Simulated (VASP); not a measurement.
# Li (P3_121) in VASP: further runs

Runs on Li. Level: PBE. Tasks: single point, relaxation of cell and atoms.

Everything below comes from runs of VASP 6.6.1. Logs are shortened: lines on timing, memory, paths and dates and some standing lists are left out, and cuts for length are marked.

### 1 The cell of the first run

It takes space group P3_121 (No. 152, trigonal). Conventional cell: a = 3.988 Å, b = 3.988 Å, c = 4.525 Å, α = 90.00°, β = 90.00°, γ = 120.00°. Li (site symmetry 2) has 2 Li at 2.17 Å within 2.9 Å.

### 2 Single point, PBE

The input, INCAR:

```
SYSTEM = Li
PREC = Accurate
ENCUT = 520
EDIFF = 1E-6
ISMEAR = 0
SIGMA = 0.1
LREAL = .FALSE.
LASPH = .TRUE.
NELM = 100
ALGO = Normal
ISIF = 2
LWAVE = .FALSE.
LCHARG = .FALSE.
GGA = PE
NBANDS = 12
```

The input, KPOINTS:

```
regular mesh
0
G
  6 6 4
  0 0 0
```

The input, POSCAR:

```
Li
1.0
    3.9880970947      0.0000000000      0.0000000000
   -1.9940485474      3.4537933968      0.0000000000
    0.0000000000      0.0000000000      4.5246296550
Li
3
Direct
    0.2254000000      0.0000000000      0.3333333333
    0.0000000000      0.2254000000      0.6666666667
    0.7746000000      0.7746000000      0.0000000000
```

Potentials or basis: VASP PAW PBE potentials, release 64 (Li_sv).

On the command line:

```sh
$ cat potpaw_PBE.64/Li_sv/POTCAR > POTCAR
$ mpirun -np 1 vasp_std > vasp.out
```

OUTCAR:

```text
SYSTEM = Li
   PREC = Accurate
   ENCUT = 520
   EDIFF = 1E-6
   ISMEAR = 0
   LREAL = .FALSE.
   LASPH = .TRUE.
   NELM = 100
   ISIF = 2
   GGA = PE

 ion  position               nearest neighbor table
   1  0.225  0.000  0.333-   3 2.17   2 2.17
   2  0.000  0.225  0.667-   3 2.17   1 2.17
   3  0.775  0.775  0.000-   1 2.17   2 2.17

  LATTYP: Found a hexagonal cell.
 ALAT       =     3.9880970947
 C/A-ratio  =     1.1345334749

  Lattice vectors:

 A1 = (   3.9880970947,   0.0000000000,   0.0000000000)
 A2 = (  -1.9940485474,   3.4537933968,   0.0000000000)
 A3 = (   0.0000000000,   0.0000000000,   4.5246296550)

Analysis of symmetry for initial positions (statically):
=====================================================================
 Subroutine PRICEL returns:
 Original cell was already a primitive cell.

 Routine SETGRP: Setting up the symmetry group for a
 hexagonal supercell.

 Subroutine GETGRP returns: Found  6 space group operations
 (whereof  2 operations were pure point group operations)
 out of a pool of 24 trial point group operations.

The static configuration has the point symmetry C_2 .
 The point group associated with its full space group is D_3 .

Analysis of symmetry for dynamics (positions and initial velocities):
=====================================================================
 Subroutine PRICEL returns:
 Original cell was already a primitive cell.

 Routine SETGRP: Setting up the symmetry group for a
 hexagonal supercell.

 Subroutine GETGRP returns: Found  6 space group operations
 (whereof  2 operations were pure point group operations)
 out of a pool of 24 trial point group operations.

The dynamic configuration has the point symmetry C_2 .
 The point group associated with its full space group is D_3 .

 Subroutine INISYM returns: Found  6 space group operations
 (whereof  2 operations are pure point group operations),
 and found     1 'primitive' translations

----------------------------------------------------------------------------------------

                                     Primitive cell

  volume of cell :      62.3225

  direct lattice vectors                    reciprocal lattice vectors
     3.988097095  0.000000000  0.000000000     0.250746152  0.144768358  0.000000000
    -1.994048547  3.453793397  0.000000000     0.000000000  0.289536717  0.000000000
     0.000000000  0.000000000  4.524629655     0.000000000  0.000000000  0.221012564

  length of vectors
     3.988097095  3.988097095  4.524629655     0.289536717  0.289536717  0.221012564

  position of ions in fractional coordinates (direct lattice)
     0.225400000  0.000000000  0.333333333
     0.000000000  0.225400000  0.666666667
     0.774600000  0.774600000  0.000000000

  ion indices of the primitive-cell ions
   primitive index   ion index
                 1           1
                 2           2
                 3           3

----------------------------------------------------------------------------------------

 KPOINTS: regular mesh

Automatic generation of k-mesh.
 Grid dimensions read from file:
 generate k-points for:    6    6    4

 Generating k-lattice:

  Cartesian coordinates                     Fractional coordinates (reciprocal lattice)
     0.041791025  0.024128060  0.000000000     0.166666667  0.000000000  0.000000000
     0.000000000  0.048256119  0.000000000     0.000000000  0.166666667  0.000000000
     0.000000000  0.000000000  0.055253141     0.000000000  0.000000000  0.250000000

  Length of vectors
     0.048256119  0.048256119  0.055253141

  Shift w.r.t. Gamma in fractional coordinates (k-lattice)
     0.000000000  0.000000000  0.000000000

 Subroutine IBZKPT returns following result:
 ===========================================

 Found     24 irreducible k-points:

 Following reciprocal coordinates:
            Coordinates               Weight
  0.000000  0.000000  0.000000      1.000000
  0.166667  0.000000  0.000000      6.000000
  0.333333  0.000000  0.000000      6.000000
  0.500000  0.000000  0.000000      3.000000
  0.166667  0.166667  0.000000      6.000000
  0.333333  0.166667  0.000000     12.000000
[... 16 lines left out ...]
  0.333333  0.166667  0.500000     12.000000
  0.333333  0.333333  0.500000      2.000000
   k-points           NKPTS =     24   k-points in BZ     NKDIM =     24   number of bands    NBANDS=     12
   number of dos      NEDOS =    301   number of ions     NIONS =      3
   total plane-waves  NPLWV =  32400
   dimension x,y,z NGX =    30 NGY =   30 NGZ =   36
   dimension x,y,z NGXF=    60 NGYF=   60 NGZF=   72
   ions per type =               3
   NGX,Y,Z   is equivalent  to a cutoff of  12.51, 12.51, 13.23 a.u.
   NGXF,Y,Z  is equivalent  to a cutoff of  25.01, 25.01, 26.45 a.u.
 SYSTEM =  Li
   PREC   = accura    normal or accurate (medium, high low for compatibility)
   ISTART =      0    job   : 0-new  1-cont  2-samecut
   ICHARG =      2    charge: 1-file 2-atom 10-const
   ISPIN  =      1    spin polarized calculation?
   LNONCOLLINEAR =      F non collinear calculations
   LSORBIT =      F    spin-orbit coupling
   LASPH  =      T    aspherical Exc in radial PAW
   ENCUT  =  520.0 eV  38.22 Ry    6.18 a.u.   7.42  7.42  8.41*2*pi/ulx,y,z
   NELM   =    100;   NELMIN=  2; NELMDL= -5     # of ELM steps
   EDIFF  = 0.1E-05   stopping-criterion for ELM
   LREAL  =      F    real-space projection
   EDIFFG = 0.1E-04   stopping-criterion for IOM
   NSW    =      0    number of steps for IOM
   IBRION =     -1    ionic relax: 0-MD 1-quasi-New 2-CG
   NFREE  =      0    steps in history (QN), initial steepest desc. (CG)
   ISIF   =      2    stress and relaxation
   ISYM   =      2    0-nonsym 1-usesym 2-fastsym
   POTIM  = 0.5000    time-step for ionic-motion
   TEBEG  =    0.0;   TEEND  =   0.0 temperature during run
   PSTRESS=    0.0 pullay stress
   NELECT =       9.0000    total number of electrons
   NUPDOWN=      -1.0000    fix difference up-down
   EMIN   =  10.00;   EMAX   =-10.00  energy-range for DOS
   EFERMI =   0.00;   METHOD = LEGACY
   ISMEAR =     0;   SIGMA  =   0.10  broadening in eV -4-tet -1-fermi 0-gaus
   EFERMI_NEDOS =   21; number of points for ismear=-14 and -15
   IALGO  =     38    algorithm
   IMIX   =      4    mixing-type and parameters
     AMIX     =   0.40;   BMIX     =  1.00
     AMIX_MAG =   1.60;   BMIX_MAG =  1.00
  volume/ion in A,a.u.               =      20.77       140.19
  Fermi-wavevector in a.u.,A,eV,Ry     =   0.858896  1.623078 10.037052  0.737703
  Thomas-Fermi vector in A             =   1.976170
   LORBIT       =      0    0 simple, 1 ext, 2 COOP (PROOUT), +10 PAW based schemes
   GGA     = PE    functional components
   LHFCALC =     F    Hartree Fock is set to
   AEXX    =    0.0000 exact exchange contribution
   IVDW    =     0    specifies the selected vdW correction
   LEPSILON=     F    determine dielectric tensor
   LRPA    =     F    only Hartree local field effects (RPA)
 non-spin polarized calculation
 Gauss-broadening in eV      SIGMA  =   0.10
  energy-cutoff  :      520.00
  volume of cell :       62.32
 maximum number of plane-waves:      1696
 NGX is ok and might be reduce to    30
   NGX = 15   NGY = 15   NGZ = 17

 number of electron       9.0000008 magnetization

 Free energy of the ion-electron system (eV)
  ---------------------------------------------------
  ext. energy  EPLUGINS =         0.00000000
  ---------------------------------------------------
  free energy    TOTEN  =        -4.35776620 eV

  energy without entropy =       -4.34230741  energy(sigma->0) =       -4.35003680

 E-fermi :   0.5169     XC(G=0):  -6.9582

 val. band max:        0.4910427210   @ k =   0.3333   0.3333   0.0000
 cond. band min:       0.5417137578   @ k =   0.3333   0.3333   0.2500
 fundamental gap:      0.0506710368
 Fermi energy:         0.5169016717

 k-point     1 :       0.0000    0.0000    0.0000
  band No.  band energies     occupation
      1     -46.7759      2.00000
      2     -46.6407      2.00000
      3     -46.6407      2.00000
      4      -2.8891      2.00000
      5       2.6586      0.00000
      6       2.6586      0.00000
      7       5.3827      0.00000
      8       6.2738      0.00000
      9       6.2738      0.00000
     10       8.0996      0.00000
     11       8.8262      0.00000
     12       8.8262      0.00000

 k-point     2 :       0.1667    0.0000    0.0000
  band No.  band energies     occupation
      1     -46.7745      2.00000
      2     -46.6417      2.00000
      3     -46.6410      2.00000
      4      -2.6313      2.00000
      5       2.6620      0.00000
      6       2.8511      0.00000
      7       4.0877      0.00000
      8       4.9581      0.00000
      9       6.6504      0.00000
     10       8.4448      0.00000
     11       9.0222      0.00000
     12       9.4291      0.00000

 k-point     3 :       0.3333    0.0000    0.0000
  band No.  band energies     occupation
      1     -46.7714      2.00000
      2     -46.6436      2.00000
      3     -46.6415      2.00000
      4      -1.8543      2.00000
      5       1.2733      0.00000
      6       3.4094      0.00000
      7       3.8989      0.00000
      8       3.9817      0.00000
      9       5.9672      0.00000
     10       7.3090      0.00000
     11       8.5569      0.00000
     12       9.8682      0.00000
[... 286 lines left out ...]
 k-point    23 :       0.3333    0.1667    0.5000
  band No.  band energies     occupation
      1     -46.7277      2.00000
      2     -46.7260      2.00000
      3     -46.6024      2.00000
      4      -0.0814      2.00000
      5       0.1648      2.00000
      6       1.8450      0.00000
      7       2.7541      0.00000
      8       3.9939      0.00000
      9       4.1119      0.00000
     10       9.0513      0.00000
     11       9.3205      0.00000
     12      11.3883      0.00000

 k-point    24 :       0.3333    0.3333    0.5000
  band No.  band energies     occupation
      1     -46.7264      2.00000
      2     -46.7264      2.00000
      3     -46.6030      2.00000
      4       0.6826      0.01914
      5       0.6826      0.01914
      6       1.1182      0.00000
      7       2.5749      0.00000
      8       3.1598      0.00000
      9       3.1598      0.00000
     10      10.1770      0.00000
     11      11.4304      0.00000
     12      11.4305      0.00000

------------------------ aborting loop because EDIFF is reached ----------------------------------------

  FORCE on cell =-STRESS in cart. coord.  units (eV):
  Direction    XX          YY          ZZ          XY          YZ          ZX
  --------------------------------------------------------------------------------------
  -------------------------------------------------------------------------------------
  Total       -0.1325657     -0.1325657      2.0798479      0.0000000      0.0000000     -0.0000000
  in kB       -3.4079779     -3.4079779     53.4683814      0.0000000      0.0000000     -0.0000000
  external PRESSURE =      15.5508085 kB  Pullay stress =       0.0000000 kB

 VOLUME and BASIS-vectors are now :
 -----------------------------------------------------------------------------
  energy-cutoff  :      520.00
  volume of cell :       62.32
      direct lattice vectors                 reciprocal lattice vectors
     3.988097095  0.000000000  0.000000000     0.250746152  0.144768358  0.000000000
    -1.994048547  3.453793397  0.000000000     0.000000000  0.289536717  0.000000000
     0.000000000  0.000000000  4.524629655     0.000000000  0.000000000  0.221012564

 POSITION                                       TOTAL-FORCE (eV/Angst)
 -----------------------------------------------------------------------------------
      0.89892      0.00000      1.50821         1.628888      0.000000      0.000000
     -0.44946      0.77849      3.01642        -0.814444      1.410658     -0.000000
      1.54459      2.67531      0.00000        -0.814444     -1.410658      0.000000
 -----------------------------------------------------------------------------------
    total drift:                                0.000001      0.000001     -0.000000

  FREE ENERGIE OF THE ION-ELECTRON SYSTEM (eV)
  ---------------------------------------------------
  free  energy   TOTEN  =        -4.3577661963 eV

  energy  without entropy=       -4.3423074121  energy(sigma->0) =       -4.35003680
```

Wall time 8.5 s (1 thread of Intel Xeon 6975P-C (Granite Rapids), shared host); peak memory 0.16 GiB.

Results:

| Quantity | Value |
| --- | --- |
| Free energy | -4.3578 eV |
| Largest force | 1.629 eV/Å |

Forces on the atoms (eV/Å):
```
Li   1.629  0.000  0.000
Li  -0.814  1.411  0.000
Li  -0.814 -1.411  0.000
```

Levels at points of the mesh, in eV from the Fermi level:
```
           k point  band 1  band 2  band 3  band 4  band 5  band 6  band 7  band 8  band 9  band 10
(0.00, 0.00, 0.00)  -47.29  -47.16  -47.16   -3.41    2.14    2.14    4.87    5.76    5.76     7.58
(0.50, 0.00, 0.00)  -47.29  -47.16  -47.16   -1.26   -0.83    3.09    3.43    3.94    4.97     5.61
(0.00, 0.00, 0.50)  -47.25  -47.25  -47.11   -2.05   -2.05    5.66    5.91    5.91    7.45     7.45
(0.50, 0.00, 0.50)  -47.25  -47.24  -47.12   -0.66   -0.03    0.74    1.84    4.33    4.74     6.94
```

Caveat: the cutoff is under 1.25 times the usual one of these potentials, so pressure, stress and relaxed cells hold a basis-set (Pulay) error; forces of over 1 eV/Å act on the atoms, so gaps and moduli don't describe the material at rest.

### 3 Relaxation of cell and atoms, PBE

The input, INCAR:

```
PREC = Accurate ; ENCUT = 600
EDIFF = 1E-7 ; ISMEAR = 0
SIGMA = 0.1 ; LREAL = False
LASPH = True ; NELM = 60
ALGO = Normal ; ISIF = 3
LWAVE = False ; LCHARG = False
GGA = PE ; IBRION = 2
NSW = 90 ; EDIFFG = -0.04
```

The input, KPOINTS:

```
regular mesh
0
Gamma
  6 6 4
```

POSCAR is that of step 2.

Potentials or basis: VASP PAW PBE potentials, release 64 (Li_sv).

On the command line:

```sh
$ cat potpaw_PBE.64/Li_sv/POTCAR > POTCAR
$ mpirun -np 1 vasp_std > vasp.out
```

Wall time 66 s (1 thread of Intel Xeon Platinum 8488C (Sapphire Rapids), shared host); peak memory 0.17 GiB.

Results (log left out):

| Item | Value |
| --- | --- |
| Free energy | -5.5005 eV |
| Relaxed volume | 18.70 Å³/atom |
| Relaxed cell | a = 3.326 Å, b = 3.326 Å, c = 5.856 Å, α = 90.00°, β = 90.00°, γ = 120.00° |
| Space group after relaxing (to 0.05 Å) | P3_121 (No. 152) |
| Energy gained by relaxing | 381.0 meV/atom |
| Ionic steps | 12 |
| Pressure after relaxing | 0.1 GPa |
| Largest force after relaxing | 0.031 eV/Å |

Forces in eV/Å, atoms in the order of the input:
```
Li  -0.031  0.000  0.000
Li   0.015 -0.027  0.000
Li   0.015  0.027  0.000
```

The path:
```
step  energy change (eV)  largest force (eV/Å)  pressure (GPa)  volume (Å³)
   1              0.0000                1.6279            1.53        62.32
   2             -0.3814                1.1705            0.51        64.10
   3             -0.8437                0.4032           -0.98        68.14
   4             -0.8727                0.1747           -2.49        75.93
   5             -0.9388                0.0892           -2.01        73.23
   6             -0.9486                0.0236           -1.72        71.54
   7             -1.0141                0.0038           -1.24        66.95
   8             -1.0854                0.0324            0.04        59.66
   9             -0.9711                0.0836            5.29        46.34
  10             -1.0953                0.0390            0.75        56.84
  11             -1.1292                0.0360            0.57        56.63
  12             -1.1431                0.0310            0.14        56.09
```

Final structure:
```xyz
3
Lattice="3.3257 0.0000 0.0000 -1.6629 2.8802 0.0000 0.0000 0.0000 5.8558" Properties=species:S:1:pos:R:3 pbc="T T T"
Li    1.1337    0.0000    1.9519
Li    2.7589    0.9818    3.9039
Li    1.0960    1.8984    0.0000
```

Levels at points of the mesh, in eV from the Fermi level:
| k point | band 2 | band 3 | band 4 | band 5 | band 6 | band 7 | band 8 |
| --- | --- | --- | --- | --- | --- | --- | --- |
| (0.00, 0.00, 0.00) | -46.48 | -46.48 | -3.56 | -0.31 | -0.31 | 9.84 | 9.93 |
| (0.50, 0.00, 0.00) | -46.49 | -46.48 | -0.37 | -0.32 | 1.94 | 3.85 | 3.95 |
| (0.00, 0.00, 0.50) | -46.51 | -46.46 | -2.77 | -2.77 | 2.65 | 6.29 | 9.87 |
| (0.50, 0.00, 0.50) | -46.48 | -46.48 | -0.53 | 0.57 | 0.65 | 2.61 | 7.00 |

Caveat: the cutoff is under 1.25 times the usual one of these potentials, so pressure, stress and relaxed cells hold a basis-set (Pulay) error.
